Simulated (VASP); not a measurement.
A run of VASP 6.6.1:

The input INCAR:

```
SYSTEM = Co
PREC = Accurate
ENCUT = 600
EDIFF = 1E-6
ISMEAR = -1
SIGMA = 0.15
LREAL = .FALSE.
LASPH = .TRUE.
NELM = 200
ALGO = Normal
ISIF = 2
LWAVE = .FALSE.
LCHARG = .FALSE.
ISPIN = 2
MAGMOM = 2.5 2.5 2.5 2.5
LORBIT = 11
LMAXMIX = 4
GGA = PE
NBANDS = 30
GGA_COMPAT = .FALSE.
```

KPOINTS

```
Automatic mesh
0
G
  10 10 3
  0 0 0
```

File POSCAR:

```
Co
1.0
    2.4705600000      0.0000000000      0.0000000000
   -1.2352800000      2.1395700000      0.0000000000
    0.0000000000      0.0000000000      8.0882300000
Co
4
Direct
    0.0000000000      0.0000000000      0.0000000000
    0.3333333333      0.6666666667      0.2500000000
    0.0000000000      0.0000000000      0.5000000000
    0.6666666667      0.3333333333      0.7500000000
```

Potentials or basis: VASP PAW PBE potentials, release 64 (Co).

Command:

```console
$ cat potpaw_PBE.64/Co/POTCAR > POTCAR
$ mpirun -np 1 vasp_std > vasp.out
```

Hardware: 1 thread of Intel(R) Xeon(R) Platinum 8259CL CPU @ 2.50GHz (Skylake/Cascade Lake), with other jobs on the host.

Question: Estimate the wall time of this run.

Answer: Run time: 110 s on 1 thread of Intel(R) Xeon(R) Platinum 8259CL CPU @ 2.50GHz (Skylake/Cascade Lake) (shared host), peak memory 0.22 GiB. Counts: scf iterations 16, k points 28.
